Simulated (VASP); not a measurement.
Wanted: the native input for a VASP 6.6.1 run.

* Task: relaxation of cell and atoms
* Functional: PBE
* Potentials or basis: VASP PAW PBE potentials, release 64 (Si, O)
* Cutoff: 600 eV
* k mesh: 22 × 22 × 22
* Occupations: gaussian, width 0.1 eV
* Spin: no spin polarisation
* Dipole correction: no
* Further INCAR settings: ALGO = Fast; EDIFF = 1e-06; IBRION = 2; EDIFFG = -0.01; NSW = 100; ISIF = 3

The structure of SiO3 lies in POSCAR:

```
SiO3
1.0
   -1.3949156428      1.3949156428      4.4364975289
    1.3949156428     -1.3949156428      4.4364975289
    1.3949156428      1.3949156428     -4.4364975289
Si O
1 3
Direct
    0.0000000000      0.0000000000      0.0000000000
    0.5000000000      0.5000000000      0.0000000000
    0.2500000000      0.7500000000      0.5000000000
    0.7500000000      0.2500000000      0.5000000000
```

The input as run:

INCAR

```
SYSTEM = SiO3
PREC = Accurate
ENCUT = 600
EDIFF = 1E-6
ISMEAR = 0
SIGMA = 0.1
LREAL = .False.
LASPH = .True.
NELM = 80
ALGO = Fast
ISIF = 3
LWAVE = .False.
LCHARG = .False.
GGA = PE
IBRION = 2
NSW = 100
EDIFFG = -0.01
```

KPOINTS

```
Automatic mesh
0
Gamma
  22 22 22
  0 0 0
```

Potentials or basis: VASP PAW PBE potentials, release 64 (Si, O).

Launch:

```sh
$ cat potpaw_PBE.64/Si/POTCAR potpaw_PBE.64/O/POTCAR > POTCAR
$ mpirun -np 1 vasp_std > vasp.out
```

Results of the run:

The relaxed volume is 8.57 Å³/atom, the relaxed cell is a = 4.826 Å, b = 4.826 Å, c = 4.826 Å, α = 146.40°, β = 146.40°, γ = 48.25° and the space group after relaxing (to 0.1 Å) is I4/mmm (No. 139). The energy gained by relaxing is 0.3 meV/atom and the ionic steps are 3. The pressure after relaxing is 0.1 GPa. The band gap on the k mesh is zero (bands 11 and 12 overlap by 2.09 eV).

Wall time 44 min on 1 thread of Oxide Virtual Turin-like Processor, on a shared host, peak memory 0.58 GiB.
